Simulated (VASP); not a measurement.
# AgB2 (P6/mmm) in VASP: further runs, part 2 of 2

VASP 6.6.1. The steps go on from the part before.

## Step 3: Single point, PBE+D3(BJ) (volume scaled by 1.04)

File INCAR:

```
SYSTEM = AgB2
PREC = Accurate ; ENCUT = 520
EDIFF = 1E-7 ; ISMEAR = 0
SIGMA = 0.05 ; LREAL = .False.
LASPH = .True. ; NELM = 100
ALGO = Normal ; ISIF = 2
LWAVE = .False. ; LCHARG = .False.
GGA = PE ; IVDW = 12
NBANDS = 16
```

File KPOINTS:

```
regular mesh
0
Gamma
  10 10 8
  0 0 0
```

File POSCAR:

```
AgB2
1.0
    3.0301187793      0.0000000000      0.0000000000
   -1.5150593897      2.6241598394      0.0000000000
    0.0000000000      0.0000000000      4.0936338081
Ag B
1 2
Direct
    0.0000000000      0.0000000000      0.0000000000
    0.3333333333      0.6666666667      0.5000000000
    0.6666666667      0.3333333333      0.5000000000
```

Potentials or basis: VASP PAW PBE potentials, release 64 (Ag, B).

Command:

```bash
$ cat potpaw_PBE.64/Ag/POTCAR potpaw_PBE.64/B/POTCAR > POTCAR
$ mpirun -np 1 vasp_std > vasp.out
```

OUTCAR:

```text
SYSTEM = AgB2
   PREC = Accurate
   ENCUT = 520
   EDIFF = 1E-7
   ISMEAR = 0
   LREAL = .False.
   LASPH = .True.
   NELM = 100
   ISIF = 2
   GGA = PE
   IVDW = 12
 IVDW          = 12

 ion  position               nearest neighbor table
   1  0.000  0.000  0.000-   2 2.69   3 2.69   2 2.69   3 2.69   3 2.69   3 2.69   2 2.69   2 2.69
                             3 2.69   3 2.69   2 2.69   2 2.69
   2  0.333  0.667  0.500-   3 1.75   3 1.75   3 1.75   1 2.69   1 2.69   1 2.69   1 2.69   1 2.69
                             1 2.69
   3  0.667  0.333  0.500-   2 1.75   2 1.75   2 1.75   1 2.69   1 2.69   1 2.69   1 2.69   1 2.69
                             1 2.69

  LATTYP: Found a hexagonal cell.
 ALAT       =     3.0301187793
 C/A-ratio  =     1.3509813002

  Lattice vectors:

 A1 = (   3.0301187793,   0.0000000000,   0.0000000000)
 A2 = (  -1.5150593897,   2.6241598394,   0.0000000000)
 A3 = (   0.0000000000,   0.0000000000,   4.0936338081)

Analysis of symmetry for initial positions (statically):
=====================================================================
 Subroutine PRICEL returns:
 Original cell was already a primitive cell.

 Routine SETGRP: Setting up the symmetry group for a
 hexagonal supercell.

 Subroutine GETGRP returns: Found 24 space group operations
 (whereof 24 operations were pure point group operations)
 out of a pool of 24 trial point group operations.

The static configuration has the point symmetry D_6h.

Analysis of symmetry for dynamics (positions and initial velocities):
=====================================================================
 Subroutine PRICEL returns:
 Original cell was already a primitive cell.

 Routine SETGRP: Setting up the symmetry group for a
 hexagonal supercell.

 Subroutine GETGRP returns: Found 24 space group operations
 (whereof 24 operations were pure point group operations)
 out of a pool of 24 trial point group operations.

The dynamic configuration has the point symmetry D_6h.

 Subroutine INISYM returns: Found 24 space group operations
 (whereof 24 operations are pure point group operations),
 and found     1 'primitive' translations

[... 121 lines left out ...]
   GGA     = PE    functional components
   LHFCALC =     F    Hartree Fock is set to
   AEXX    =    0.0000 exact exchange contribution
   IVDW    =    12    specifies the selected vdW correction
   LEPSILON=     F    determine dielectric tensor
   LRPA    =     F    only Hartree local field effects (RPA)
 non-spin polarized calculation
 Gauss-broadening in eV      SIGMA  =   0.05
  energy-cutoff  :      520.00
  volume of cell :       32.55
 maximum number of plane-waves:       903
 NGX is ok and might be reduce to    24
   NGX = 11   NGY = 11   NGZ = 15

 number of electron      17.0000000 magnetization

 Free energy of the ion-electron system (eV)
  ---------------------------------------------------
  ext. energy  EPLUGINS =         0.00000000
  ---------------------------------------------------
  free energy    TOTEN  =       -14.56998973 eV

  energy without entropy =      -14.56926909  energy(sigma->0) =      -14.56962941

 E-fermi :   6.8598     XC(G=0): -11.9285

 val. band max:        6.8320164700   @ k =   0.3000   0.0000   0.5000
 cond. band min:       6.8628926701   @ k =   0.2000  -0.0000   0.0000
 fundamental gap:      0.0308762001
 Fermi energy:         6.8598355901

 k-point     1 :       0.0000    0.0000    0.0000
  band No.  band energies     occupation
      1      -5.0840      2.00000
      2       1.3041      2.00000
      3       2.1834      2.00000
      4       2.1834      2.00000
      5       3.0976      2.00000
      6       3.0976      2.00000
[... 433 lines left out ...]
      3       1.4546      2.00000
      4       1.5696      2.00000
      5       2.5388      2.00000
      6       3.4997      2.00000
[... 8 lines left out ...]
     15      20.3631      0.00000
     16      22.3702      0.00000

 [... further k-points ...]

------------------------ aborting loop because EDIFF is reached ----------------------------------------

 Edisp (eV)   -0.96523

 E8    (eV) :    -0.3776

  FORCE on cell =-STRESS in cart. coord.  units (eV):
  Direction    XX          YY          ZZ          XY          YZ          ZX
  --------------------------------------------------------------------------------------
  -------------------------------------------------------------------------------------
  Total      -1.42663    -1.42663    -1.18594     0.00000    -0.00000     0.00000
  in kB     -70.22040   -70.22040   -58.37321     0.00000    -0.00000     0.00000
  external pressure =      -66.27 kB  Pullay stress =        0.00 kB

 VOLUME and BASIS-vectors are now :
 -----------------------------------------------------------------------------
  energy-cutoff  :      520.00
  volume of cell :       32.55
      direct lattice vectors                 reciprocal lattice vectors
     3.030118779  0.000000000  0.000000000     0.330020066  0.190537174  0.000000000
    -1.515059390  2.624159839  0.000000000     0.000000000  0.381074348  0.000000000
     0.000000000  0.000000000  4.093633808     0.000000000  0.000000000  0.244281743

 POSITION                                       TOTAL-FORCE (eV/Angst)
 -----------------------------------------------------------------------------------
      0.00000      0.00000      0.00000        -0.000000      0.000000      0.000000
     -0.00000      1.74944      2.04682        -0.000000     -0.000000     -0.000000
      1.51506      0.87472      2.04682         0.000000      0.000000      0.000000
 -----------------------------------------------------------------------------------
    total drift:                               -0.000000      0.000000     -0.000000

  FREE ENERGIE OF THE ION-ELECTRON SYSTEM (eV)
  ---------------------------------------------------
  free  energy   TOTEN  =       -15.5352154636 eV

  energy  without entropy=      -15.5344948231  energy(sigma->0) =      -15.53485514
```

OSZICAR:

```text
N       E                     dE             d eps       ncg     rms          rms(c)
DAV:   1     0.644931318659E+02    0.64493E+02   -0.76307E+03  2256   0.946E+02
DAV:   2    -0.167617218871E+02   -0.81255E+02   -0.73360E+02  2952   0.212E+02
DAV:   3    -0.184132498840E+02   -0.16515E+01   -0.16462E+01  2536   0.310E+01
DAV:   4    -0.184181207837E+02   -0.48709E-02   -0.48705E-02  2928   0.181E+00
DAV:   5    -0.184181578801E+02   -0.37096E-04   -0.37095E-04  2592   0.157E-01    0.106E+01
DAV:   6    -0.150754754570E+02    0.33427E+01   -0.78024E+00  2712   0.420E+01    0.119E+01
DAV:   7    -0.146156215809E+02    0.45985E+00   -0.18164E+00  2320   0.154E+01    0.418E+00
DAV:   8    -0.145743824213E+02    0.41239E-01   -0.20949E-01  2632   0.542E+00    0.938E-01
DAV:   9    -0.145704294624E+02    0.39530E-02   -0.14404E-02  2696   0.180E+00    0.152E-01
DAV:  10    -0.145700204017E+02    0.40906E-03   -0.16310E-03  2568   0.359E-01    0.607E-02
DAV:  11    -0.145699877846E+02    0.32617E-04   -0.11602E-04  2872   0.150E-01    0.150E-02
DAV:  12    -0.145699914323E+02   -0.36477E-05   -0.16391E-05  2744   0.387E-02    0.642E-03
DAV:  13    -0.145699897092E+02    0.17231E-05   -0.32326E-06  2616   0.288E-02    0.145E-03
DAV:  14    -0.145699897290E+02   -0.19785E-07   -0.40100E-07  2592   0.461E-03
   1 F= -.15535215E+02 E0= -.15534855E+02  d E =-.720640E-03
```

stdout:

```text
POSCAR found type information on POSCAR AgB
 POSCAR found :  2 types and       3 ions
 scaLAPACK will be used
 LDA part: xc-table for (Slater+PW92), standard interpolation
 POSCAR, INCAR and KPOINTS ok, starting setup
 FFT: planning ... GRIDC
 FFT: planning ... GRID_SOFT
 FFT: planning ... GRID
 WAVECAR not read
 entering main loop
```

Run time: 47 s. Hardware: 1 thread of AMD EPYC 7R13, shared host; peak memory 0.15 GiB.

Results:

```yaml
Free_energy: -15.5352 eV
Pressure: -6.6 GPa
Dispersion_energy_per_atom: -0.322 eV
```

Stress tensor (GPa, compression positive):
```
-7.02  0.00  0.00
 0.00 -7.02  0.00
 0.00  0.00 -5.84
```

Caveat: the cell differs from its parent crystal (volume scaled by 1.04); three body term missing; pairwise dispersion overbinds metals, which lowers pressure and volume.

## Step 4: Single point, PBE+D4 (volume scaled by 1.04)

File INCAR:

```
SYSTEM = AgB2
  ALGO = Normal
  EDIFF = 1E-7
  ENCUT = 520
  GGA = PE
  ISIF = 2
  ISMEAR = 0
  IVDW = 13
  LASPH = .True.
  LCHARG = .False.
  LREAL = .False.
  LWAVE = .False.
  NBANDS = 16
  NELM = 80
  PREC = Accurate
  SIGMA = 0.05
```

File KPOINTS:

```
k-points
0
Gamma
  10 10 8
  0 0 0
```

File POSCAR:

```
AgB2
1.0
    3.0187931096      0.0000000000      0.0000000000
   -1.5093965548      2.6143515217      0.0000000000
    0.0000000000      0.0000000000      4.0650781494
Ag B
1 2
Direct
    0.0000000000      0.0000000000      0.0000000000
    0.3333333333      0.6666666667      0.5000000000
    0.6666666667      0.3333333333      0.5000000000
```

Command:

```bash
$ cat potpaw_PBE.64/Ag/POTCAR potpaw_PBE.64/B/POTCAR > POTCAR
$ mpirun -np 1 vasp_std > vasp.out
```

It took 46 s on 1 thread of AMD EPYC 7R13, shared host; peak memory 0.14 GiB.

It converged, with:

| Item | Value |
| --- | --- |
| Free energy | -15.6808 eV |
| Pressure | -5.6 GPa |
| Dispersion energy per atom | -0.370 eV |

Stress tensor (GPa, compression positive):
```
-5.60  0.00  0.00
 0.00 -5.60  0.00
 0.00  0.00 -5.69
```

Levels at points of the mesh, in eV from the Fermi level:
| k point | band 5 | band 6 | band 7 | band 8 | band 9 | band 10 | band 11 | band 12 |
| --- | --- | --- | --- | --- | --- | --- | --- | --- |
| (0.00, 0.00, 0.00) | -3.79 | -3.79 | -3.76 | 1.28 | 1.28 | 1.30 | 7.56 | 7.56 |
| (0.50, 0.00, 0.00) | -4.06 | -3.24 | -2.62 | -1.66 | 2.52 | 2.92 | 3.96 | 5.92 |
| (0.00, 0.00, 0.50) | -4.62 | -3.92 | -3.92 | 0.98 | 0.98 | 7.47 | 8.71 | 8.71 |
| (0.50, 0.00, 0.50) | -3.94 | -3.24 | -2.63 | -2.52 | -0.35 | 1.40 | 6.44 | 9.31 |

Caveat: the cell differs from its parent crystal (volume scaled by 1.04); pairwise dispersion overbinds metals, which lowers pressure and volume.

## Step 5: Single point, BLYP+D3(BJ) (volume scaled by 1.02)

File INCAR:

```
  PREC = Accurate
  ENCUT = 520
  EDIFF = 1E-6
  ISMEAR = 0
  SIGMA = 0.05
  LREAL = F
  LASPH = T
  NELM = 80
  ALGO = Normal
  ISIF = 2
  LWAVE = F
  LCHARG = T
  GGA = B5
  ALDAX = 1.0
  AGGAX = 1.0
  AGGAC = 1.0
  ALDAC = 0.0
  IVDW = 12
  VDW_S6 = 1.0
  VDW_S8 = 2.6996
  VDW_A1 = 0.4298
  VDW_A2 = 4.2359
  LELF = T
  LVHAR = T
  NBANDS = 16
```

File KPOINTS:

```
Automatic mesh
0
Gamma
  10 10 8
```

File POSCAR:

```
AgB2
1.0
    2.9877124705      0.0000000000      0.0000000000
   -1.4938562353      2.5874348987      0.0000000000
    0.0000000000      0.0000000000      4.1597500088
Ag B
1 2
Direct
    0.0000000000      0.0000000000      0.0000000000
    0.3333333333      0.6666666667      0.5000000000
    0.6666666667      0.3333333333      0.5000000000
```

Command:

```bash
$ cat potpaw_PBE.64/Ag/POTCAR potpaw_PBE.64/B/POTCAR > POTCAR
$ mpirun -np 1 vasp_std > vasp.out
```

It took 58 s on 1 thread of AMD EPYC 7R13, shared host; peak memory 0.15 GiB.

The run converged. Its results:

- Free energy: -14.7637 eV
- Pressure: -2.6 GPa
- Dispersion energy per atom: -0.709 eV

Stress tensor (GPa, compression positive):
```
-2.66  0.00  0.00
 0.00 -2.66  0.00
 0.00  0.00 -2.54
```

Levels at points of the mesh, in eV from the Fermi level:
```tsv
k point	band 4	band 5	band 6	band 7	band 8	band 9	band 10	band 11	band 12	band 13
(0.00, 0.00, 0.00)	-4.79	-3.83	-3.83	-3.73	0.84	1.23	1.23	8.00	8.00	10.22
(0.50, 0.00, 0.00)	-5.59	-4.11	-3.27	-2.72	-1.60	2.66	2.88	3.82	5.86	8.19
(0.00, 0.00, 0.50)	-4.71	-4.71	-3.93	-3.93	0.99	0.99	6.81	8.98	8.98	9.62
(0.50, 0.00, 0.50)	-4.67	-4.02	-3.26	-2.89	-2.21	-0.50	1.57	7.00	8.87	9.26
```

Caveat: the cell differs from its parent crystal (volume scaled by 1.02); the PAW data sets were made with another functional, which shifts forces and pressure a little; pairwise dispersion overbinds metals, which lowers pressure and volume.

## Step 6: Single point, PBE

This run uses another cell than the first one, of 8.42 Å³/atom, 0.776 times its volume.

File INCAR:

```
SYSTEM = AgB2
PREC = Accurate ; ENCUT = 520
EDIFF = 1E-6 ; ISMEAR = 0
SIGMA = 0.05 ; LREAL = .False.
LASPH = .True. ; NELM = 60
ALGO = Normal ; ISIF = 2
LWAVE = .False. ; LCHARG = .True.
GGA = PE ; LELF = .True.
LVHAR = .True. ; NBANDS = 16
```

File KPOINTS:

```
regular mesh
0
Gamma
  10 10 8
  0 0 0
```

File POSCAR:

```
AgB2
1.0
    2.8442575057      0.0000000000      0.0000000000
   -1.4221287528      2.4631992548      0.0000000000
    0.0000000000      0.0000000000      3.6045386006
Ag B
1 2
Direct
    0.0000000000      0.0000000000      0.0000000000
    0.3333333333      0.6666666667      0.5000000000
    0.6666666667      0.3333333333      0.5000000000
```

Potentials or basis: VASP PAW PBE potentials, release 64 (Ag, B).

Command:

```bash
$ cat potpaw_PBE.64/Ag/POTCAR potpaw_PBE.64/B/POTCAR > POTCAR
$ mpirun -np 1 vasp_std > vasp.out
```

Wall time 21 s (1 thread of AMD EPYC 7R13 (Zen 3), shared host); peak memory 0.13 GiB.

It converged, with:

```
Free energy : -13.5612 eV
Pressure    : 58.5 GPa
```

Levels at points of the mesh, in eV from the Fermi level:
```csv
k point,band 5,band 6,band 7,band 8,band 9,band 10,band 11,band 12
"(0.00, 0.00, 0.00)",-4.66,-4.62,-4.62,1.33,1.33,3.24,7.55,7.55
"(0.50, 0.00, 0.00)",-5.02,-3.84,-2.74,-2.56,2.37,3.90,4.69,7.63
"(0.00, 0.00, 0.50)",-5.63,-4.94,-4.94,0.63,0.63,9.02,9.67,9.67
"(0.50, 0.00, 0.50)",-4.67,-3.93,-3.83,-2.05,-0.08,1.57,6.84,10.99
```

## Step 7: Overview

| level | cell | gap on the mesh (eV) | pressure (GPa) |
| --- | --- | --- | --- |
| PBE+D3(BJ) | a = 3.024, b = 3.024, c = 4.111 Å, angles 90.0, 90.0, 120.0°, 3 atoms | none | -6.4 |
| PBE+D3(BJ) | a = 3.030, b = 3.030, c = 4.094 Å, angles 90.0, 90.0, 120.0°, 3 atoms | none | -6.6 |
| PBE+D4 | a = 3.019, b = 3.019, c = 4.065 Å, angles 90.0, 90.0, 120.0°, 3 atoms | none | -5.6 |
| BLYP+D3(BJ) | a = 2.988, b = 2.988, c = 4.160 Å, angles 90.0, 90.0, 120.0°, 3 atoms | none | -2.6 |
| PBE | a = 2.844, b = 2.844, c = 3.605 Å, angles 90.0, 90.0, 120.0°, 3 atoms | none | 58.5 |

Alike in all rows: task single point; potentials or basis VASP PAW PBE potentials, release 64 (Ag, B); no spin polarisation; k mesh 10 × 10 × 8; cutoff (eV) 520; smearing gaussian 0.05 eV.

Caveats: pairwise dispersion overbinds metals, which lowers pressure and volume (some runs); three body term missing (some runs); the PAW data sets were made with another functional, which shifts forces and pressure a little (some runs).

Absolute energies hang on the potentials; compare differences alone.
